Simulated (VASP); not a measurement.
# CdF2 (Fm-3m) in VASP: further runs

The runs below take CdF2 through single point, with HSE06, PBE.

All numbers are computed with VASP 6.6.1; they aren't measurements. Logs are shortened: lines on timing, memory, paths and dates and some standing lists are left out, and cuts for length are marked.

## (1) The cell of the first run

Symmetry: Fm-3m, No. 225, cubic system. The conventional cell has a = 5.388 Å, b = 5.388 Å, c = 5.388 Å, α = 90.00°, β = 90.00°, γ = 90.00°. Cd (site symmetry m-3m) has 8 F at 2.33 Å within 3.1 Å. Within 3.1 Å of F (site symmetry -43m) lie 4 Cd at 2.33 Å and 6 F at 2.69 Å.

## (2) Single point, HSE06

The input, POSCAR:

```
CdF2
1.0
    0.0000000000      2.6941776812      2.6941776812
    2.6941776812      0.0000000000      2.6941776812
    2.6941776812      2.6941776812      0.0000000000
Cd F
1 2
Direct
    0.0000000000      0.0000000000      0.0000000000
    0.2500000000      0.2500000000      0.2500000000
    0.7500000000      0.7500000000      0.7500000000
```

The input, INCAR.step1:

```
PREC = Accurate ; ENCUT = 520
EDIFF = 1E-5 ; ISMEAR = 0
SIGMA = 0.01 ; LREAL = False
LASPH = True ; NELM = 100
ALGO = Normal ; ISIF = 2
LWAVE = True ; LCHARG = False
NBANDS = 20 ; GGA = PE
```

The input, INCAR.step2:

```
PREC = Accurate ; ENCUT = 520
EDIFF = 1E-7 ; ISMEAR = 0
SIGMA = 0.01 ; LREAL = False
LASPH = True ; NELM = 100
ALGO = Normal ; ISIF = 2
LWAVE = False ; LCHARG = False
GGA = PE ; LHFCALC = True
HFSCREEN = 0.2079 ; PRECFOCK = Normal
NBANDS = 20 ; ISTART = 1
```

The input, KPOINTS:

```
Automatic mesh
0
Gamma
  4 4 4
```

Potentials or basis: VASP PAW PBE potentials, release 64 (Cd, F).

Command:

```bash
$ cat potpaw_PBE.64/Cd/POTCAR potpaw_PBE.64/F/POTCAR > POTCAR
$ cp INCAR.step1 INCAR
$ mpirun -np 1 vasp_std > vasp.out
$ cp INCAR.step2 INCAR
$ mpirun -np 1 vasp_std > vasp.out
```

OUTCAR:

```text
PREC = Accurate
   ENCUT = 520
   EDIFF = 1E-7
   ISMEAR = 0
   LREAL = False
   LASPH = True
   NELM = 100
   ISIF = 2
   GGA = PE
   LHFCALC = True
   HFSCREEN = 0.2079
   PRECFOCK = Normal
   ISTART = 1

 ion  position               nearest neighbor table
   1  0.000  0.000  0.000-   3 2.33   3 2.33   3 2.33   2 2.33   3 2.33   2 2.33   2 2.33   2 2.33

   2  0.250  0.250  0.250-   1 2.33   1 2.33   1 2.33   1 2.33
   3  0.750  0.750  0.750-   1 2.33   1 2.33   1 2.33   1 2.33

  LATTYP: Found a face centered cubic cell.
 ALAT       =     5.3883553624

  Lattice vectors:

 A1 = (   0.0000000000,   2.6941776812,   2.6941776812)
 A2 = (   2.6941776812,   0.0000000000,   2.6941776812)
 A3 = (   2.6941776812,   2.6941776812,   0.0000000000)

Analysis of symmetry for initial positions (statically):
=====================================================================
 Subroutine PRICEL returns:
 Original cell was already a primitive cell.

 Routine SETGRP: Setting up the symmetry group for a
 face centered cubic supercell.

 Subroutine GETGRP returns: Found 48 space group operations
 (whereof 48 operations were pure point group operations)
 out of a pool of 48 trial point group operations.

The static configuration has the point symmetry O_h .

Analysis of symmetry for dynamics (positions and initial velocities):
=====================================================================
 Subroutine PRICEL returns:
 Original cell was already a primitive cell.

 Routine SETGRP: Setting up the symmetry group for a
 face centered cubic supercell.

 Subroutine GETGRP returns: Found 48 space group operations
 (whereof 48 operations were pure point group operations)
 out of a pool of 48 trial point group operations.

The dynamic configuration has the point symmetry O_h .

 Subroutine INISYM returns: Found 48 space group operations
 (whereof 48 operations are pure point group operations),
 and found     1 'primitive' translations

----------------------------------------------------------------------------------------

                                     Primitive cell

  volume of cell :      39.1119

  direct lattice vectors                    reciprocal lattice vectors
     0.000000000  2.694177681  2.694177681    -0.185585384  0.185585384  0.185585384
     2.694177681  0.000000000  2.694177681     0.185585384 -0.185585384  0.185585384
     2.694177681  2.694177681  0.000000000     0.185585384  0.185585384 -0.185585384

  length of vectors
     3.810142616  3.810142616  3.810142616     0.321443315  0.321443315  0.321443315

  position of ions in fractional coordinates (direct lattice)
     0.000000000  0.000000000  0.000000000
     0.250000000  0.250000000  0.250000000
     0.750000000  0.750000000  0.750000000

  ion indices of the primitive-cell ions
   primitive index   ion index
                 1           1
                 2           2
                 3           3

----------------------------------------------------------------------------------------

 KPOINTS: Automatic mesh

Automatic generation of k-mesh.
 Grid dimensions read from file:
 generate k-points for:    4    4    4

 Generating k-lattice:

  Cartesian coordinates                     Fractional coordinates (reciprocal lattice)
    -0.046396346  0.046396346  0.046396346     0.250000000  0.000000000  0.000000000
     0.046396346 -0.046396346  0.046396346     0.000000000  0.250000000  0.000000000
     0.046396346  0.046396346 -0.046396346     0.000000000  0.000000000  0.250000000

  Length of vectors
     0.080360829  0.080360829  0.080360829

  Shift w.r.t. Gamma in fractional coordinates (k-lattice)
     0.000000000  0.000000000  0.000000000

 Subroutine IBZKPT returns following result:
 ===========================================

 Found      8 irreducible k-points:

 Following reciprocal coordinates:
            Coordinates               Weight
  0.000000  0.000000  0.000000      1.000000
  0.250000  0.000000  0.000000      8.000000
  0.500000  0.000000  0.000000      4.000000
  0.250000  0.250000  0.000000      6.000000
  0.500000  0.250000  0.000000     24.000000
 -0.250000  0.250000  0.000000     12.000000
  0.500000  0.500000  0.000000      3.000000
 -0.250000  0.500000  0.250000      6.000000
   k-points           NKPTS =      8   k-points in BZ     NKDIM =     64   number of bands    NBANDS=     20
   number of dos      NEDOS =    301   number of ions     NIONS =      3
   total plane-waves  NPLWV =  21952
   dimension x,y,z NGX =    28 NGY =   28 NGZ =   28
   dimension x,y,z NGXF=    56 NGYF=   56 NGZF=   56
   ions per type =               1   2
   NGX,Y,Z   is equivalent  to a cutoff of  12.22, 12.22, 12.22 a.u.
   NGXF,Y,Z  is equivalent  to a cutoff of  24.43, 24.43, 24.43 a.u.
 SYSTEM =  unknown system
   PREC   = accura    normal or accurate (medium, high low for compatibility)
   ISTART =      1    job   : 0-new  1-cont  2-samecut
   ICHARG =      0    charge: 1-file 2-atom 10-const
   ISPIN  =      1    spin polarized calculation?
   LNONCOLLINEAR =      F non collinear calculations
   LSORBIT =      F    spin-orbit coupling
   LASPH  =      T    aspherical Exc in radial PAW
   ENCUT  =  520.0 eV  38.22 Ry    6.18 a.u.   7.08  7.08  7.08*2*pi/ulx,y,z
   NELM   =    100;   NELMIN=  2; NELMDL=  0     # of ELM steps
   EDIFF  = 0.1E-06   stopping-criterion for ELM
   LREAL  =      F    real-space projection
   EDIFFG = 0.1E-05   stopping-criterion for IOM
   NSW    =      0    number of steps for IOM
   IBRION =     -1    ionic relax: 0-MD 1-quasi-New 2-CG
   NFREE  =      0    steps in history (QN), initial steepest desc. (CG)
   ISIF   =      2    stress and relaxation
   ISYM   =      3    0-nonsym 1-usesym 2-fastsym
   POTIM  = 0.5000    time-step for ionic-motion
   TEBEG  =    0.0;   TEEND  =   0.0 temperature during run
   PSTRESS=    0.0 pullay stress
   NELECT =      26.0000    total number of electrons
   NUPDOWN=      -1.0000    fix difference up-down
   EMIN   =  10.00;   EMAX   =-10.00  energy-range for DOS
   EFERMI =   0.00;   METHOD = LEGACY
   ISMEAR =     0;   SIGMA  =   0.01  broadening in eV -4-tet -1-fermi 0-gaus
   EFERMI_NEDOS =   21; number of points for ismear=-14 and -15
   IALGO  =     38    algorithm
   IMIX   =      1    mixing-type and parameters
     AMIX     =   0.40;   BMIX     =  1.00
     AMIX_MAG =   1.60;   BMIX_MAG =  1.00
  volume/ion in A,a.u.               =      13.04        87.98
  Fermi-wavevector in a.u.,A,eV,Ry     =   1.428772  2.699988 27.774804  2.041391
  Thomas-Fermi vector in A             =   2.548798
   LORBIT       =      0    0 simple, 1 ext, 2 COOP (PROOUT), +10 PAW based schemes
   GGA     = PE    functional components
   LHFCALC =     T    Hartree Fock is set to
   PRECFOCK=normal    Normal, Fast or Accurate (Low or Medium for compatibility)
   ENCUT4O =  -1.0   cutoff for four orbital integrals eV
   NKREDX  =     1    reduce k-point grid by
   NKREDY  =     1    reduce k-point grid by
   NKREDZ  =     1    reduce k-point grid by
   AEXX    =    0.2500 exact exchange contribution
   HFSCREEN=    0.2079 screening length (either q_TF or 0.3 A-1)
   HFSCREENC=   0.2079 screening length for correlation (either q_TF or 0.3 A-1)
   ENCUTFOCK=  -1.0 apply spherical cutoff to Coloumb kernel
   IVDW    =     0    specifies the selected vdW correction
   LEPSILON=     F    determine dielectric tensor
   LRPA    =     F    only Hartree local field effects (RPA)
 non-spin polarized calculation
 Gauss-broadening in eV      SIGMA  =   0.01
  energy-cutoff  :      520.00
  volume of cell :       39.11
 maximum number of plane-waves:      1067
  NGX = 24; NGY = 24; NGZ = 24

 number of electron      25.9999990 magnetization

 Free energy of the ion-electron system (eV)
  ---------------------------------------------------
  ext. energy  EPLUGINS =         0.00000000
  ---------------------------------------------------
  free energy    TOTEN  =       -14.36240354 eV

  energy without entropy =      -14.36240354  energy(sigma->0) =      -14.36240354

 E-fermi :  -2.7807     XC(G=0):  -8.4987

 val. band max:       -2.8599090357   @ k =  -0.2500   0.5000   0.2500
 cond. band min:       2.3020317410   @ k =   0.0000   0.0000   0.0000
 fundamental gap:      5.1619407767
 Fermi energy:        -2.7806880569

 k-point     1 :       0.0000    0.0000    0.0000
  band No.  band energies     occupation
      1     -25.3235      2.00000
      2     -24.1843      2.00000
      3      -8.9057      2.00000
      4      -8.9057      2.00000
      5      -8.9057      2.00000
      6      -7.6084      2.00000
[... 12 lines left out ...]
     19      19.3203      0.00000
     20      19.3203      0.00000

 k-point     2 :       0.2500    0.0000    0.0000
  band No.  band energies     occupation
      1     -25.1338      2.00000
      2     -24.3534      2.00000
      3      -8.7022      2.00000
      4      -8.7022      2.00000
      5      -8.2644      2.00000
      6      -7.6423      2.00000
[... 12 lines left out ...]
     19      18.2832      0.00000
     20      19.0749      0.00000

 k-point     3 :       0.5000    0.0000    0.0000
  band No.  band energies     occupation
      1     -24.7682      2.00000
      2     -24.6929      2.00000
      3      -8.5441      2.00000
      4      -8.5441      2.00000
      5      -7.5488      2.00000
      6      -7.5488      2.00000
[... 12 lines left out ...]
     19      17.5910      0.00000
     20      18.1908      0.00000

 k-point     4 :       0.2500    0.2500    0.0000
  band No.  band energies     occupation
      1     -25.0909      2.00000
      2     -24.3815      2.00000
      3      -8.5476      2.00000
      4      -8.5476      2.00000
      5      -8.1492      2.00000
      6      -7.9567      2.00000
[... 12 lines left out ...]
     19      19.9205      0.00000
     20      20.9578      0.00000

 k-point     5 :       0.5000    0.2500    0.0000
  band No.  band energies     occupation
      1     -24.8302      2.00000
      2     -24.6057      2.00000
      3      -8.3721      2.00000
      4      -8.2689      2.00000
      5      -7.8818      2.00000
      6      -7.5642      2.00000
[... 12 lines left out ...]
     19      19.3745      0.00000
     20      20.9591      0.00000

 k-point     6 :      -0.2500    0.2500    0.0000
  band No.  band energies     occupation
      1     -24.9042      2.00000
      2     -24.5487      2.00000
      3      -8.4830      2.00000
      4      -8.3830      2.00000
      5      -7.7836      2.00000
      6      -7.7162      2.00000
[... 12 lines left out ...]
     19      17.5410      0.00000
     20      21.7470      0.00000

 k-point     7 :       0.5000    0.5000    0.0000
  band No.  band energies     occupation
      1     -24.8427      2.00000
      2     -24.5687      2.00000
      3      -8.5651      2.00000
      4      -7.9268      2.00000
      5      -7.9268      2.00000
      6      -7.4990      2.00000
[... 12 lines left out ...]
     19      18.9642      0.00000
     20      20.9036      0.00000

 k-point     8 :      -0.2500    0.5000    0.2500
  band No.  band energies     occupation
      1     -24.7085      2.00000
      2     -24.7085      2.00000
      3      -8.2198      2.00000
      4      -7.9213      2.00000
      5      -7.8424      2.00000
      6      -7.7572      2.00000
[... 12 lines left out ...]
     19      18.7080      0.00000
     20      20.9099      0.00000

------------------------ aborting loop because EDIFF is reached ----------------------------------------

  FORCE on cell =-STRESS in cart. coord.  units (eV):
  Direction    XX          YY          ZZ          XY          YZ          ZX
  --------------------------------------------------------------------------------------
  -------------------------------------------------------------------------------------
  Total        0.6559488      0.6559488      0.6559488     -0.0000000      0.0000000      0.0000000
  in kB       26.8702555     26.8702555     26.8702555     -0.0000000      0.0000000      0.0000000
  external PRESSURE =      26.8702555 kB  Pullay stress =       0.0000000 kB

 VOLUME and BASIS-vectors are now :
 -----------------------------------------------------------------------------
  energy-cutoff  :      520.00
  volume of cell :       39.11
      direct lattice vectors                 reciprocal lattice vectors
     0.000000000  2.694177681  2.694177681    -0.185585384  0.185585384  0.185585384
     2.694177681  0.000000000  2.694177681     0.185585384 -0.185585384  0.185585384
     2.694177681  2.694177681  0.000000000     0.185585384  0.185585384 -0.185585384

 POSITION                                       TOTAL-FORCE (eV/Angst)
 -----------------------------------------------------------------------------------
      0.00000      0.00000      0.00000         0.000000      0.000000     -0.000000
      1.34709      1.34709      1.34709         0.000000     -0.000000      0.000000
      4.04127      4.04127      4.04127        -0.000000     -0.000000      0.000000
 -----------------------------------------------------------------------------------
    total drift:                                0.000190      0.000091      0.000078

  FREE ENERGIE OF THE ION-ELECTRON SYSTEM (eV)
  ---------------------------------------------------
  free  energy   TOTEN  =       -14.3624035421 eV

  energy  without entropy=      -14.3624035421  energy(sigma->0) =      -14.36240354
```

Wall time 8.7 min (1 thread of AMD EPYC 9R45 (Zen 5), shared host); peak memory 0.23 GiB.

Results:

```yaml
Free_energy: -14.3624 eV
Pressure: 2.7 GPa
Band_gap_on_the_k_mesh: 5.16 eV (least direct gap 5.74 eV)
```

Caveat: the k points lie up to 0.50 Å⁻¹ apart; the PAW data sets were made with another functional, which shifts forces and pressure a little. A k mesh can miss the band edges.

## (3) Single point, PBE, non-collinear spin, zero start, spin-orbit coupling

The input, INCAR:

```
SYSTEM = CdF2
ALGO     = Fast           ! electronic algorithm
EDIFF    = 1E-6           ! SCF threshold, eV
ENCUT    = 520            ! plane-wave cutoff, eV
GGA      = PE             ! functional
GGA_COMPAT= .FALSE.      
ISIF     = 2              ! what is computed and relaxed
ISMEAR   = 0              ! smearing method
LASPH    = .TRUE.         ! aspherical terms in the spheres
LCHARG   = .FALSE.        ! write CHGCAR
LNONCOLLINEAR= .TRUE.         ! non-collinear magnetism
LORBIT   = 11             ! projections on sites
LORBMOM  = .TRUE.       
LREAL    = .FALSE.        ! projectors in reciprocal space
LSORBIT  = .TRUE.         ! spin-orbit coupling
LWAVE    = .FALSE.        ! write WAVECAR
MAGMOM   = 0 0 0 0 0 0 0 0 0 ! initial moments
NBANDS   = 39             ! bands
NELM     = 150            ! most SCF steps
PREC     = Accurate       ! precision mode
SIGMA    = 0.01           ! smearing width, eV
```

The input, KPOINTS:

```
k-points
0
G
  8 8 8
  0 0 0
```

POSCAR is that of step 2.

Potentials or basis: VASP PAW PBE potentials, release 64 (Cd, F).

Command:

```bash
$ cat potpaw_PBE.64/Cd/POTCAR potpaw_PBE.64/F/POTCAR > POTCAR
$ mpirun -np 1 vasp_ncl > vasp.out
```

Wall time 50 s (1 thread of AMD EPYC 9R45 (Zen 5), shared host); peak memory 0.24 GiB.

The run converged. Its results:

```
Free energy                                           : -10.8830 eV
Pressure                                              : 6.1 GPa
Net moment                                            : 0.00 μB per cell
Valence electrons inside the program's atomic spheres : Cd 10.12; F 6.08
```

Moments on the atoms (μB; x, y, z):
```
Cd  0.00 0.00 0.00
F   0.00 0.00 0.00
F   0.00 0.00 0.00
```

Caveat: the cell stands under pressure.
